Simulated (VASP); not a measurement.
Set up this calculation in VASP 6.6.1, as the native input.

| Item | Value |
| --- | --- |
| Task | single point |
| Functional | r2SCAN |
| Potentials or basis | VASP PAW PBE potentials, release 64 (B_h, N_h) |
| Cutoff | 1460 eV |
| k mesh | 6 × 6 × 6 |
| Occupations | gaussian, width 0.05 eV |
| Spin | no spin polarisation |
| Dipole correction | no |
| Further INCAR settings | ALGO = Normal; EDIFF = 1e-06; NBANDS = 26 |

Crystal: BN.

```
CELL_PARAMETERS angstrom
3.62600 0.00000 0.00000
0.00000 -3.62600 0.00000
0.00000 0.00000 -3.62600
ATOMIC_POSITIONS crystal
B 0.00000 0.50000 0.50000
B 0.50000 0.00000 0.50000
B 0.50000 0.50000 0.00000
B 0.00000 0.00000 0.00000
N 0.75000 0.75000 0.80516
N 0.25000 0.25000 0.75000
N 0.25000 0.75000 0.25000
N 0.75000 0.25000 0.25000
```

This cell differs from its parent crystal: atom 5 (N) moved -0.200 Å along Cartesian [0 0 1].

The input as run:

POSCAR

```
BN
1.0
    3.6260020000      0.0000000000      0.0000000000
    0.0000000000     -3.6260020000      0.0000000000
    0.0000000000      0.0000000000     -3.6260020000
B N
4 4
Direct
    0.0000000000      0.5000000000      0.5000000000
    0.5000000000      0.0000000000      0.5000000000
    0.5000000000      0.5000000000      0.0000000000
    0.0000000000      0.0000000000      0.0000000000
    0.7500000000      0.7500000000      0.8051571676
    0.2500000000      0.2500000000      0.7500000000
    0.2500000000      0.7500000000      0.2500000000
    0.7500000000      0.2500000000      0.2500000000
```

INCAR.step1

```
SYSTEM = BN
PREC = Accurate ; ENCUT = 1460
ISMEAR = 0 ; SIGMA = 0.05
LREAL = .False. ; LASPH = .True.
NELM = 120 ; NBANDS = 26
GGA = PE ; ALGO = Normal
EDIFF = 1E-5 ; LWAVE = .True.
LCHARG = .False. ; GGA_COMPAT = .False.
```

INCAR.step2

```
SYSTEM = BN
PREC = Accurate ; ENCUT = 1460
EDIFF = 1E-6 ; ISMEAR = 0
SIGMA = 0.05 ; LREAL = .False.
LASPH = .True. ; NELM = 120
ALGO = Normal ; ISIF = 2
LWAVE = .False. ; LCHARG = .True.
METAGGA = R2SCAN ; LMIXTAU = .True.
LELF = .True. ; LVHAR = .True.
NBANDS = 26 ; ISTART = 1
GGA_COMPAT = .False.
```

KPOINTS

```
Automatic mesh
0
Gamma
  6 6 6
  0 0 0
```

Potentials or basis: VASP PAW PBE potentials, release 64 (B_h, N_h).

Command:

```bash
$ cat potpaw_PBE.64/B_h/POTCAR potpaw_PBE.64/N_h/POTCAR > POTCAR
$ cp INCAR.step1 INCAR
$ mpirun -np 1 vasp_std > vasp.out
$ cp INCAR.step2 INCAR
$ mpirun -np 1 vasp_std > vasp.out
```

It gave:

- Pressure: -2.1 GPa
- Largest force: 6.929 eV/Å
- Band gap on the k mesh: 4.39 eV

Caveat: the cell differs from its parent crystal (atom 5 (N) moved -0.200 Å along Cartesian [0 0 1]); the PAW data sets were made with another functional, which shifts forces and pressure a little.

It took 7.7 min on 1 thread of Intel(R) Xeon(R) Platinum 8488C (Sapphire Rapids), on a shared host, peak memory 0.49 GiB.
